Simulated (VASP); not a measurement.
Set up this calculation in VASP 6.6.1, as the native input.

```
Task                   : single point
Functional             : LDA
Potentials or basis    : VASP PAW LDA potentials, release 64 (Ag)
Cutoff                 : 520 eV
k mesh                 : 18 × 18 × 10
Occupations            : fermi-dirac, width 0.15 eV
Spin                   : no spin polarisation
Dipole correction      : no
Further INCAR settings : ALGO = Fast; EDIFF = 1e-06; NBANDS = 18
```

The structure of Ag lies in POSCAR:

```
Ag
1.0
    2.8260785587      0.0000000000      0.0000000000
   -1.4130392794      2.4474558249      0.0000000000
    0.0000000000      0.0000000000      4.6396074165
Ag
2
Direct
    0.3333333333      0.6666666667      0.2500000000
    0.6666666667      0.3333333333      0.7500000000
```

These files were run (other wordings do the same):

INCAR

```
SYSTEM = Ag
PREC     = Accurate       ! precision mode
ENCUT    = 520            ! plane-wave cutoff, eV
EDIFF    = 1E-6           ! SCF threshold, eV
ISMEAR   = -1             ! smearing method
SIGMA    = 0.15           ! smearing width, eV
LREAL    = .False.        ! projectors in reciprocal space
LASPH    = .True.         ! aspherical terms in the spheres
NELM     = 60             ! most SCF steps
ALGO     = Fast           ! electronic algorithm
ISIF     = 2              ! what is computed and relaxed
LWAVE    = .False.        ! write WAVECAR
LCHARG   = .False.        ! write CHGCAR
GGA      = CA             ! functional
NBANDS   = 18             ! bands
```

KPOINTS

```
Automatic mesh
0
Gamma
  18 18 10
  0 0 0
```

Potentials or basis: VASP PAW LDA potentials, release 64 (Ag).

Command:

```console
$ cat potpaw_LDA.64/Ag/POTCAR > POTCAR
$ mpirun -np 1 vasp_std > vasp.out
```

Results of the run:

- Pressure: 0.1 GPa
- Band gap on the k mesh: zero (band 11 reaches 13.29 eV, above the bottom of band 12 at 5.58 eV)

Wall time 2.5 min on 1 thread of Intel(R) Xeon(R) Platinum 8375C CPU @ 2.90GHz (Ice Lake) (shared host), peak memory 0.22 GiB.
